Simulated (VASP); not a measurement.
# Ir (Fm-3m) in VASP: further runs

Ir is run at these levels: LDA; tasks: single point, relaxation of cell and atoms.

All numbers are computed with VASP 6.6.1; they aren't measurements. Logs are shortened: lines on timing, memory, paths and dates and some standing lists are left out, and cuts for length are marked.

### Step 1. The cell of the first run

Symmetry: Fm-3m, No. 225, cubic system. Conventional cell: a = 3.812 Å, b = 3.812 Å, c = 3.812 Å, α = 90.00°, β = 90.00°, γ = 90.00°. Within 3.6 Å of Ir (site symmetry m-3m) lie 12 Ir at 2.70 Å.

### Step 2. Single point, LDA, collinear spin, ferromagnetic start

File INCAR:

```
SYSTEM = Ir
  ALGO = Normal
  EDIFF = 1E-6
  ENCUT = 520
  ISIF = 2
  ISMEAR = -1
  ISPIN = 2
  LASPH = .TRUE.
  LCHARG = .TRUE.
  LELF = .TRUE.
  LMAXMIX = 4
  LORBIT = 11
  LREAL = .FALSE.
  LVHAR = .TRUE.
  LWAVE = .FALSE.
  MAGMOM = 1
  NBANDS = 14
  NELM = 150
  PREC = Accurate
  SIGMA = 0.05
```

File KPOINTS:

```
k-points
0
G
  14 14 14
  0 0 0
```

File POSCAR:

```
Ir
1.0
    0.0000000000      1.9058274255      1.9058274255
    1.9058274255      0.0000000000      1.9058274255
    1.9058274255      1.9058274255      0.0000000000
Ir
1
Direct
    0.0000000000      0.0000000000      0.0000000000
```

Potentials or basis: VASP PAW LDA potentials, release 64 (Ir).

Run with:

```sh
cat potpaw_LDA.64/Ir/POTCAR > POTCAR
mpirun -np 1 vasp_std > vasp.out
```

OUTCAR:

```text
SYSTEM = Ir
   EDIFF = 1E-6
   ENCUT = 520
   ISIF = 2
   ISMEAR = -1
   ISPIN = 2
   LASPH = .TRUE.
   LORBIT = 11
   LREAL = .FALSE.
   NELM = 150
   PREC = Accurate

 ion  position               nearest neighbor table
   1  0.000  0.000  0.000-

  LATTYP: Found a face centered cubic cell.
 ALAT       =     3.8116548510

  Lattice vectors:

 A1 = (   0.0000000000,   1.9058274255,   1.9058274255)
 A2 = (   1.9058274255,   0.0000000000,   1.9058274255)
 A3 = (   1.9058274255,   1.9058274255,   0.0000000000)

Analysis of symmetry for initial positions (statically):
=====================================================================
 Subroutine PRICEL returns:
 Original cell was already a primitive cell.

 Routine SETGRP: Setting up the symmetry group for a
 face centered cubic supercell.

 Subroutine GETGRP returns: Found 48 space group operations
 (whereof 48 operations were pure point group operations)
 out of a pool of 48 trial point group operations.

The static configuration has the point symmetry O_h .

Analysis of symmetry for dynamics (positions and initial velocities):
=====================================================================
 Subroutine PRICEL returns:
 Original cell was already a primitive cell.

 Routine SETGRP: Setting up the symmetry group for a
 face centered cubic supercell.

 Subroutine GETGRP returns: Found 48 space group operations
 (whereof 48 operations were pure point group operations)
 out of a pool of 48 trial point group operations.

The dynamic configuration has the point symmetry O_h .

Analysis of structural, dynamic, and magnetic symmetry:
=====================================================================
 Subroutine PRICEL returns:
 Original cell was already a primitive cell.

 Routine SETGRP: Setting up the symmetry group for a
 face centered cubic supercell.

 Subroutine GETGRP returns: Found 48 space group operations
 (whereof 48 operations were pure point group operations)
 out of a pool of 48 trial point group operations.

The overall configuration has the point symmetry O_h .

 Subroutine INISYM returns: Found 48 space group operations
 (whereof 48 operations are pure point group operations),
 and found     1 'primitive' translations

----------------------------------------------------------------------------------------

                                     Primitive cell

  volume of cell :      13.8446

  direct lattice vectors                    reciprocal lattice vectors
     0.000000000  1.905827426  1.905827426    -0.262353240  0.262353240  0.262353240
     1.905827426  0.000000000  1.905827426     0.262353240 -0.262353240  0.262353240
     1.905827426  1.905827426  0.000000000     0.262353240  0.262353240 -0.262353240

  length of vectors
     2.695246993  2.695246993  2.695246993     0.454409141  0.454409141  0.454409141

  position of ions in fractional coordinates (direct lattice)
     0.000000000  0.000000000  0.000000000

  ion indices of the primitive-cell ions
   primitive index   ion index
                 1           1

----------------------------------------------------------------------------------------

 KPOINTS: k-points

Automatic generation of k-mesh.
 Grid dimensions read from file:
 generate k-points for:   14   14   14

 Generating k-lattice:

  Cartesian coordinates                     Fractional coordinates (reciprocal lattice)
    -0.018739517  0.018739517  0.018739517     0.071428571  0.000000000  0.000000000
     0.018739517 -0.018739517  0.018739517     0.000000000  0.071428571  0.000000000
     0.018739517  0.018739517 -0.018739517     0.000000000  0.000000000  0.071428571

  Length of vectors
     0.032457796  0.032457796  0.032457796

  Shift w.r.t. Gamma in fractional coordinates (k-lattice)
     0.000000000  0.000000000  0.000000000

 Subroutine IBZKPT returns following result:
 ===========================================

 Found    104 irreducible k-points:

 Following reciprocal coordinates:
            Coordinates               Weight
  0.000000  0.000000  0.000000      1.000000
  0.071429  0.000000  0.000000      8.000000
  0.142857  0.000000  0.000000      8.000000
  0.214286  0.000000  0.000000      8.000000
  0.285714  0.000000  0.000000      8.000000
  0.357143  0.000000  0.000000      8.000000
[... 16 lines left out ...]
  0.214286  0.142857  0.000000     24.000000
  0.285714  0.142857  0.000000     24.000000
 [... further k-points ...]
   k-points           NKPTS =    104   k-points in BZ     NKDIM =    104   number of bands    NBANDS=     14
   number of dos      NEDOS =    301   number of ions     NIONS =      1
   total plane-waves  NPLWV =   8000
   dimension x,y,z NGX =    20 NGY =   20 NGZ =   20
   dimension x,y,z NGXF=    40 NGYF=   40 NGZF=   40
   ions per type =               1
   NGX,Y,Z   is equivalent  to a cutoff of  12.34, 12.34, 12.34 a.u.
   NGXF,Y,Z  is equivalent  to a cutoff of  24.67, 24.67, 24.67 a.u.
 SYSTEM =  Ir
   PREC   = accura    normal or accurate (medium, high low for compatibility)
   ISTART =      0    job   : 0-new  1-cont  2-samecut
   ICHARG =      2    charge: 1-file 2-atom 10-const
   ISPIN  =      2    spin polarized calculation?
   LNONCOLLINEAR =      F non collinear calculations
   LSORBIT =      F    spin-orbit coupling
   LASPH  =      T    aspherical Exc in radial PAW
   ENCUT  =  520.0 eV  38.22 Ry    6.18 a.u.   5.01  5.01  5.01*2*pi/ulx,y,z
   NELM   =    150;   NELMIN=  2; NELMDL= -5     # of ELM steps
   EDIFF  = 0.1E-05   stopping-criterion for ELM
   LREAL  =      F    real-space projection
   EDIFFG = 0.1E-04   stopping-criterion for IOM
   NSW    =      0    number of steps for IOM
   IBRION =     -1    ionic relax: 0-MD 1-quasi-New 2-CG
   NFREE  =      0    steps in history (QN), initial steepest desc. (CG)
   ISIF   =      2    stress and relaxation
   ISYM   =      2    0-nonsym 1-usesym 2-fastsym
   POTIM  = 0.5000    time-step for ionic-motion
   TEBEG  =    0.0;   TEEND  =   0.0 temperature during run
   PSTRESS=    0.0 pullay stress
   NELECT =       9.0000    total number of electrons
   NUPDOWN=      -1.0000    fix difference up-down
   EMIN   =  10.00;   EMAX   =-10.00  energy-range for DOS
   EFERMI =   0.00;   METHOD = LEGACY
   ISMEAR =    -1;   SIGMA  =   0.05  broadening in eV -4-tet -1-fermi 0-gaus
   EFERMI_NEDOS =   21; number of points for ismear=-14 and -15
   IALGO  =     38    algorithm
   IMIX   =      4    mixing-type and parameters
     AMIX     =   0.40;   BMIX     =  1.00
     AMIX_MAG =   1.60;   BMIX_MAG =  1.00
  volume/ion in A,a.u.               =      13.84        93.43
  Fermi-wavevector in a.u.,A,eV,Ry     =   1.418172  2.679956 27.364180  2.011210
  Thomas-Fermi vector in A             =   2.539325
   LORBIT       =     11    0 simple, 1 ext, 2 COOP (PROOUT), +10 PAW based schemes
   GGA     = CA    functional components
   LHFCALC =     F    Hartree Fock is set to
   AEXX    =    0.0000 exact exchange contribution
   IVDW    =     0    specifies the selected vdW correction
   LEPSILON=     F    determine dielectric tensor
   LRPA    =     F    only Hartree local field effects (RPA)
 spin polarized calculation
  energy-cutoff  :      520.00
  volume of cell :       13.84
 maximum number of plane-waves:       388
   NGX =  9   NGY =  9   NGZ =  9

 number of electron       9.0000001 magnetization      -0.0007473

 number of electron       9.0000001 magnetization       0.0003425

 Free energy of the ion-electron system (eV)
  ---------------------------------------------------
  ext. energy  EPLUGINS =         0.00000000
  ---------------------------------------------------
  free energy    TOTEN  =       -10.31951030 eV

  energy without entropy =      -10.30830707  energy(sigma->0) =      -10.31390868

 E-fermi :  10.5857     XC(G=0): -14.2649

 val. band max:       10.5792942769   @ k =   0.3571   0.3571   0.0000
 cond. band min:      10.5902515019   @ k =  -0.2143   0.3571   0.1429
 fundamental gap:      0.0109572250
 Fermi energy:        10.5856758981

 spin component 1

 k-point     1 :       0.0000    0.0000    0.0000
  band No.  band energies     occupation
      1      -0.6440      1.00000
      2       6.6466      1.00000
      3       6.6466      1.00000
      4       6.6466      1.00000
      5       9.4667      1.00000
      6       9.4667      1.00000
      7      24.9941      0.00000
      8      30.6622      0.00000
      9      30.6622      0.00000
     10      30.6622      0.00000
     11      35.6868      0.00000
     12      43.3241      0.00000
     13      43.3241      0.00000
     14      43.3241      0.00000
[... 375 lines left out ...]
 k-point    24 :       0.2857    0.1429    0.0000
  band No.  band energies     occupation
      1       2.1522      1.00000
      2       5.2642      1.00000
      3       7.0423      1.00000
      4       7.8086      1.00000
      5       9.2098      1.00000
      6      10.4445      0.94390
      7      25.7709      0.00000
      8      28.6969      0.00000
      9      30.9313      0.00000
     10      31.8694      0.00000
     11      36.7175      0.00000
     12      37.6310      0.00000
     13      39.5743      0.00000
     14      43.6498      0.00000

 [... further k-points ...]

 spin component 2

 k-point     1 :       0.0000    0.0000    0.0000
  band No.  band energies     occupation
      1      -0.6439      1.00000
      2       6.6468      1.00000
      3       6.6468      1.00000
      4       6.6468      1.00000
      5       9.4668      1.00000
      6       9.4668      1.00000
      7      24.9943      0.00000
      8      30.6623      0.00000
      9      30.6623      0.00000
     10      30.6623      0.00000
     11      35.6869      0.00000
     12      43.3243      0.00000
     13      43.3243      0.00000
     14      43.3243      0.00000
[... 375 lines left out ...]
 k-point    24 :       0.2857    0.1429    0.0000
  band No.  band energies     occupation
      1       2.1523      1.00000
      2       5.2644      1.00000
      3       7.0425      1.00000
      4       7.8088      1.00000
      5       9.2099      1.00000
      6      10.4447      0.94374
      7      25.7710      0.00000
      8      28.6970      0.00000
      9      30.9314      0.00000
     10      31.8695      0.00000
     11      36.7176      0.00000
     12      37.6311      0.00000
     13      39.5744      0.00000
     14      43.6498      0.00000

 [... further k-points ...]
[... 5 lines left out ...]
  --------------------------------------------------------------------------------------
  -------------------------------------------------------------------------------------
  Total        0.2295411      0.2295411      0.2295411      0.0000000     -0.0000000     -0.0000000
  in kB       26.5638134     26.5638134     26.5638134      0.0000000     -0.0000000     -0.0000000
  external PRESSURE =      26.5638134 kB  Pullay stress =       0.0000000 kB

 VOLUME and BASIS-vectors are now :
 -----------------------------------------------------------------------------
  energy-cutoff  :      520.00
  volume of cell :       13.84
      direct lattice vectors                 reciprocal lattice vectors
     0.000000000  1.905827426  1.905827426    -0.262353240  0.262353240  0.262353240
     1.905827426  0.000000000  1.905827426     0.262353240 -0.262353240  0.262353240
     1.905827426  1.905827426  0.000000000     0.262353240  0.262353240 -0.262353240

 POSITION                                       TOTAL-FORCE (eV/Angst)
 -----------------------------------------------------------------------------------
      0.00000      0.00000      0.00000        -0.000000     -0.000000     -0.000000
 -----------------------------------------------------------------------------------
    total drift:                                0.000000     -0.000000     -0.000000

  FREE ENERGIE OF THE ION-ELECTRON SYSTEM (eV)
  ---------------------------------------------------
  free  energy   TOTEN  =       -10.3195103012 eV

  energy  without entropy=      -10.3083070681  energy(sigma->0) =      -10.31390868

 total charge

# of ion       s       p       d       tot
------------------------------------------
    1        0.690   0.765   7.036   8.491

 magnetization (x)

# of ion       s       p       d       tot
------------------------------------------
    1        0.000   0.000   0.000   0.000
```

Run time: 38 s. Hardware: 1 thread of Intel Xeon 8259CL, shared host; peak memory 0.15 GiB.

Results:

| Quantity | Value |
| --- | --- |
| Free energy | -10.3195 eV |
| Pressure | 2.7 GPa |
| Net moment | 0.00 μB per cell |
| Valence electrons inside the program's atomic spheres | Ir 8.49 |

Levels at points of the mesh, in eV from the Fermi level:
Spin up:
```
           k point  band 2  band 3  band 4  band 5  band 6  band 7
(0.00, 0.00, 0.00)   -3.94   -3.94   -3.94   -1.12   -1.12   14.41
(0.50, 0.00, 0.00)   -4.04   -4.04   -0.66    1.04    1.04    7.60
(0.50, 0.50, 0.00)   -7.50    1.03    1.64    1.64    1.85   10.93
```
Spin down:
```csv
k point,band 1,band 2,band 3,band 4,band 5,band 6,band 7,band 8
"(0.00, 0.00, 0.00)",-11.23,-3.94,-3.94,-3.94,-1.12,-1.12,14.41,20.08
"(0.50, 0.00, 0.00)",-8.24,-4.03,-4.03,-0.66,1.05,1.05,7.60,13.95
"(0.50, 0.50, 0.00)",-8.06,-7.50,1.03,1.64,1.64,1.85,10.93,11.91
```

Caveat: spin-orbit coupling is left out, which moves the levels of the heavy elements.

(Continued in part 2 of 2.)
